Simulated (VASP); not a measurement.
# TaAs (I4_1md) in VASP: a series of runs

TaAs is run at these levels: PBEsol; tasks: single point, relaxation of cell and atoms.

Program: VASP 6.6.1. These are calculated values, not measurements. Logs are shortened: lines on timing, memory, paths and dates and some standing lists are left out, and cuts for length are marked.

## (1) The cell of the first run

Symmetry: I4_1md, No. 109, tetragonal system. Conventional cell: a = 3.349 Å, b = 3.349 Å, c = 11.122 Å, α = 90.00°, β = 90.00°, γ = 90.00°. Ta (site symmetry 2mm) has 6 As at 2.52 to 2.53 Å and 8 Ta at 3.25 to 3.35 Å within 3.4 Å. Within 3.4 Å of As (site symmetry 2mm) lie 6 Ta at 2.52 to 2.53 Å and 8 As at 3.25 to 3.35 Å.

## (2) Single point, PBEsol

INCAR reads:

```
SYSTEM = TaAs
PREC = Accurate ; ENCUT = 520
EDIFF = 1E-6 ; ISMEAR = -1
SIGMA = 0.05 ; LREAL = .FALSE.
LASPH = .TRUE. ; NELM = 60
ALGO = Normal ; ISIF = 2
LWAVE = .FALSE. ; LCHARG = .FALSE.
GGA = PS ; NBANDS = 24
```

KPOINTS reads:

```
Automatic mesh
0
G
  11 11 11
  0 0 0
```

POSCAR reads:

```
TaAs
1.0
   -1.6744753067      1.6744753067      5.5610160576
    1.6744753067     -1.6744753067      5.5610160576
    1.6744753067      1.6744753067     -5.5610160576
Ta As
2 2
Direct
    0.5010647771      0.5010647771      0.0000000000
    0.2510647771      0.7510647771      0.5000000000
    0.0815346429      0.0815346429      0.0000000000
    0.8315346429      0.3315346429      0.5000000000
```

Potentials or basis: VASP PAW PBE potentials, release 64 (Ta_pv, As).

Started as:

```bash
cat potpaw_PBE.64/Ta_pv/POTCAR potpaw_PBE.64/As/POTCAR > POTCAR
mpirun -np 1 vasp_std > vasp.out
```

OUTCAR:

```text
SYSTEM = TaAs
   PREC = Accurate
   ENCUT = 520
   EDIFF = 1E-6
   ISMEAR = -1
   LREAL = .FALSE.
   LASPH = .TRUE.
   NELM = 60
   ISIF = 2
   GGA = PS

 ion  position               nearest neighbor table
   1  0.501  0.501  0.000-   4 2.52   4 2.52   3 2.53   3 2.53   3 2.53   3 2.53   2 3.25   2 3.25
                             2 3.25   2 3.25
   2  0.251  0.751  0.500-   3 2.52   3 2.52   4 2.53   4 2.53   4 2.53   4 2.53   1 3.25   1 3.25
                             1 3.25   1 3.25
   3  0.082  0.082  0.000-   2 2.52   2 2.52   1 2.53   1 2.53   1 2.53   1 2.53
   4  0.832  0.332  0.500-   1 2.52   1 2.52   2 2.53   2 2.53   2 2.53   2 2.53

  LATTYP: Found a body centered tetragonal cell.
 ALAT       =     3.3489506134
 C/A-ratio  =     3.3210499046

  Lattice vectors:

 A1 = (  -1.6744753067,   1.6744753067,   5.5610160576)
 A2 = (   1.6744753067,  -1.6744753067,   5.5610160576)
 A3 = (   1.6744753067,   1.6744753067,  -5.5610160576)

Analysis of symmetry for initial positions (statically):
=====================================================================
 Subroutine PRICEL returns:
 Original cell was already a primitive cell.

 Routine SETGRP: Setting up the symmetry group for a
 body centered tetragonal supercell.

 Subroutine GETGRP returns: Found  8 space group operations
 (whereof  4 operations were pure point group operations)
 out of a pool of 16 trial point group operations.

The static configuration has the point symmetry C_2v.
 The point group associated with its full space group is C_4v.

Analysis of symmetry for dynamics (positions and initial velocities):
=====================================================================
 Subroutine PRICEL returns:
 Original cell was already a primitive cell.

 Routine SETGRP: Setting up the symmetry group for a
 body centered tetragonal supercell.

 Subroutine GETGRP returns: Found  8 space group operations
 (whereof  4 operations were pure point group operations)
 out of a pool of 16 trial point group operations.

The dynamic configuration has the point symmetry C_2v.
 The point group associated with its full space group is C_4v.

 Subroutine INISYM returns: Found  8 space group operations
 (whereof  4 operations are pure point group operations),
 and found     1 'primitive' translations

----------------------------------------------------------------------------------------

                                     Primitive cell

  volume of cell :      62.3694

  direct lattice vectors                    reciprocal lattice vectors
    -1.674475307  1.674475307  5.561016058     0.000000000  0.298600999  0.089911627
     1.674475307 -1.674475307  5.561016058     0.298600999  0.000000000  0.089911627
     1.674475307  1.674475307 -5.561016058     0.298600999  0.298600999  0.000000000

  length of vectors
     6.044223250  6.044223250  6.044223250     0.311843963  0.311843963  0.422285583

  position of ions in fractional coordinates (direct lattice)
     0.501064777  0.501064777  0.000000000
     0.251064777  0.751064777  0.500000000
     0.081534643  0.081534643  0.000000000
     0.831534643  0.331534643  0.500000000

  ion indices of the primitive-cell ions
   primitive index   ion index
                 1           1
                 2           2
                 3           3
                 4           4

----------------------------------------------------------------------------------------

 KPOINTS: Automatic mesh

Automatic generation of k-mesh.
 Grid dimensions read from file:
 generate k-points for:   11   11   11

 Generating k-lattice:

  Cartesian coordinates                     Fractional coordinates (reciprocal lattice)
     0.000000000  0.027145545  0.008173784     0.090909091 -0.000000000  0.000000000
     0.027145545  0.000000000  0.008173784    -0.000000000  0.090909091  0.000000000
     0.027145545  0.027145545  0.000000000     0.000000000  0.000000000  0.090909091

  Length of vectors
     0.028349451  0.028349451  0.038389598

  Shift w.r.t. Gamma in fractional coordinates (k-lattice)
     0.000000000  0.000000000  0.000000000

 Subroutine IBZKPT returns following result:
 ===========================================

 Found    126 irreducible k-points:

 Following reciprocal coordinates:
            Coordinates               Weight
  0.000000  0.000000  0.000000      1.000000
  0.090909  0.000000 -0.000000      8.000000
  0.181818 -0.000000  0.000000      8.000000
  0.272727  0.000000 -0.000000      8.000000
  0.363636  0.000000 -0.000000      8.000000
  0.454545  0.000000 -0.000000      8.000000
[... 16 lines left out ...]
 -0.272727  0.181818  0.000000     16.000000
 -0.181818  0.181818  0.000000      4.000000
 [... further k-points ...]
   k-points           NKPTS =    126   k-points in BZ     NKDIM =    126   number of bands    NBANDS=     24
   number of dos      NEDOS =    301   number of ions     NIONS =      4
   total plane-waves  NPLWV = 110592
   dimension x,y,z NGX =    48 NGY =   48 NGZ =   48
   dimension x,y,z NGXF=    96 NGYF=   96 NGZF=   96
   ions per type =               2   2
   NGX,Y,Z   is equivalent  to a cutoff of  13.20, 13.20, 13.20 a.u.
   NGXF,Y,Z  is equivalent  to a cutoff of  26.40, 26.40, 26.40 a.u.
 SYSTEM =  TaAs
   PREC   = accura    normal or accurate (medium, high low for compatibility)
   ISTART =      0    job   : 0-new  1-cont  2-samecut
   ICHARG =      2    charge: 1-file 2-atom 10-const
   ISPIN  =      1    spin polarized calculation?
   LNONCOLLINEAR =      F non collinear calculations
   LSORBIT =      F    spin-orbit coupling
   LASPH  =      T    aspherical Exc in radial PAW
   ENCUT  =  520.0 eV  38.22 Ry    6.18 a.u.  11.24 11.24 11.24*2*pi/ulx,y,z
   NELM   =     60;   NELMIN=  2; NELMDL= -5     # of ELM steps
   EDIFF  = 0.1E-05   stopping-criterion for ELM
   LREAL  =      F    real-space projection
   EDIFFG = 0.1E-04   stopping-criterion for IOM
   NSW    =      0    number of steps for IOM
   IBRION =     -1    ionic relax: 0-MD 1-quasi-New 2-CG
   NFREE  =      0    steps in history (QN), initial steepest desc. (CG)
   ISIF   =      2    stress and relaxation
   ISYM   =      2    0-nonsym 1-usesym 2-fastsym
   POTIM  = 0.5000    time-step for ionic-motion
   TEBEG  =    0.0;   TEEND  =   0.0 temperature during run
   PSTRESS=    0.0 pullay stress
   NELECT =      32.0000    total number of electrons
   NUPDOWN=      -1.0000    fix difference up-down
   EMIN   =  10.00;   EMAX   =-10.00  energy-range for DOS
   EFERMI =   0.00;   METHOD = LEGACY
   ISMEAR =    -1;   SIGMA  =   0.05  broadening in eV -4-tet -1-fermi 0-gaus
   EFERMI_NEDOS =   21; number of points for ismear=-14 and -15
   IALGO  =     38    algorithm
   IMIX   =      4    mixing-type and parameters
     AMIX     =   0.40;   BMIX     =  1.00
     AMIX_MAG =   1.60;   BMIX_MAG =  1.00
  volume/ion in A,a.u.               =      15.59       105.22
  Fermi-wavevector in a.u.,A,eV,Ry     =   1.310592  2.476660 23.370077  1.717652
  Thomas-Fermi vector in A             =   2.441112
   LORBIT       =      0    0 simple, 1 ext, 2 COOP (PROOUT), +10 PAW based schemes
   GGA     = PS    functional components
   LHFCALC =     F    Hartree Fock is set to
   AEXX    =    0.0000 exact exchange contribution
   IVDW    =     0    specifies the selected vdW correction
   LEPSILON=     F    determine dielectric tensor
   LRPA    =     F    only Hartree local field effects (RPA)
 non-spin polarized calculation
  energy-cutoff  :      520.00
  volume of cell :       62.37
 maximum number of plane-waves:      1704
 NGX is ok and might be reduce to    48
   NGX = 23   NGY = 23   NGZ = 23

 number of electron      32.0000001 magnetization

 Free energy of the ion-electron system (eV)
  ---------------------------------------------------
  ext. energy  EPLUGINS =         0.00000000
  ---------------------------------------------------
  free energy    TOTEN  =       -37.36702095 eV

  energy without entropy =      -37.36278141  energy(sigma->0) =      -37.36490118

 E-fermi :   7.9115     XC(G=0): -12.5525

 val. band max:        7.8921324357   @ k =  -0.0909   0.4545   0.0909
 cond. band min:       7.9501692208   @ k =  -0.1818  -0.4545   0.1818
 fundamental gap:      0.0580367851
 Fermi energy:         7.9114763283

 k-point     1 :       0.0000    0.0000    0.0000
  band No.  band energies     occupation
      1     -26.8145      2.00000
      2     -26.7046      2.00000
      3     -26.7046      2.00000
      4     -26.5150      2.00000
      5     -26.5150      2.00000
      6     -26.4136      2.00000
[... 16 lines left out ...]
     23      12.5159      0.00000
     24      12.5159      0.00000

 k-point     2 :       0.0909    0.0000   -0.0000
  band No.  band energies     occupation
      1     -26.8085      2.00000
      2     -26.7227      2.00000
      3     -26.7028      2.00000
      4     -26.5333      2.00000
      5     -26.5127      2.00000
      6     -26.4160      2.00000
[... 16 lines left out ...]
     23      12.3653      0.00000
     24      12.9624      0.00000

 k-point     3 :       0.1818   -0.0000    0.0000
  band No.  band energies     occupation
      1     -26.8077      2.00000
      2     -26.7549      2.00000
      3     -26.6980      2.00000
      4     -26.5800      2.00000
      5     -26.5063      2.00000
      6     -26.4247      2.00000
[... 16 lines left out ...]
     23      12.9040      0.00000
     24      13.9718      0.00000
[... 514 lines left out ...]
 k-point    23 :      -0.2727    0.1818    0.0000
  band No.  band energies     occupation
      1     -26.8500      2.00000
      2     -26.7765      2.00000
      3     -26.7161      2.00000
      4     -26.6294      2.00000
      5     -26.5610      2.00000
      6     -26.4293      2.00000
[... 16 lines left out ...]
     23      13.1675      0.00000
     24      14.6959      0.00000

 k-point    24 :      -0.1818    0.1818    0.0000
  band No.  band energies     occupation
      1     -26.8028      2.00000
      2     -26.7744      2.00000
      3     -26.7290      2.00000
      4     -26.5800      2.00000
      5     -26.5637      2.00000
      6     -26.4198      2.00000
[... 16 lines left out ...]
     23      12.6578      0.00000
     24      14.1577      0.00000

 [... further k-points ...]
[... 5 lines left out ...]
  --------------------------------------------------------------------------------------
  -------------------------------------------------------------------------------------
  Total        8.2272940      8.2272940      8.1151622      0.0000000      0.0000000      0.0000000
  in kB      211.3469390    211.3469390    208.4664400      0.0000000      0.0000000      0.0000000
  external PRESSURE =     210.3867727 kB  Pullay stress =       0.0000000 kB

 VOLUME and BASIS-vectors are now :
 -----------------------------------------------------------------------------
  energy-cutoff  :      520.00
  volume of cell :       62.37
      direct lattice vectors                 reciprocal lattice vectors
    -1.674475307  1.674475307  5.561016058     0.000000000  0.298600999  0.089911627
     1.674475307 -1.674475307  5.561016058     0.298600999  0.000000000  0.089911627
     1.674475307  1.674475307 -5.561016058     0.298600999  0.298600999  0.000000000

 POSITION                                       TOTAL-FORCE (eV/Angst)
 -----------------------------------------------------------------------------------
      0.00000      0.00000      5.57286        -0.000000     -0.000000      0.001366
      1.67448      0.00000      2.79235        -0.000000     -0.000000      0.001366
      0.00000      0.00000      0.90683         0.000000      0.000000     -0.001366
      0.00000      1.67448      3.68734        -0.000000     -0.000000     -0.001366
 -----------------------------------------------------------------------------------
    total drift:                                0.000000      0.000000     -0.000068

  FREE ENERGIE OF THE ION-ELECTRON SYSTEM (eV)
  ---------------------------------------------------
  free  energy   TOTEN  =       -37.3670209498 eV

  energy  without entropy=      -37.3627814057  energy(sigma->0) =      -37.36490118
```

Run time: 6 min. Hardware: 1 thread of AMD EPYC 7R13 (Zen 3), shared host; peak memory 0.39 GiB.

Results:

```yaml
Free_energy: -37.3670 eV
Pressure: 21.0 GPa
Band_gap_on_the_k_mesh: 0.06 eV (least direct gap 0.08 eV)
```

Stress tensor (GPa, compression positive):
```
21.13  0.00  0.00
 0.00 21.13  0.00
 0.00  0.00 20.85
```

Levels at points of the mesh, in eV from the valence-band top:
| k point | band 13 | band 14 | band 15 | band 16 | band 17 | band 18 | band 19 | band 20 |
| --- | --- | --- | --- | --- | --- | --- | --- | --- |
| (0.00, 0.00, 0.00) | -2.65 | -2.08 | -1.71 | -1.71 | 0.93 | 1.79 | 2.81 | 3.51 |

Caveat: the cell stands under pressure; the PAW data sets were made with another functional, which shifts forces and pressure a little; spin-orbit coupling is left out, which moves the levels of the heavy elements. A k mesh can miss the band edges.

[end of part 1 of 2]

The gap in the log of VASP goes by the Fermi energy; the results here count the filled bands.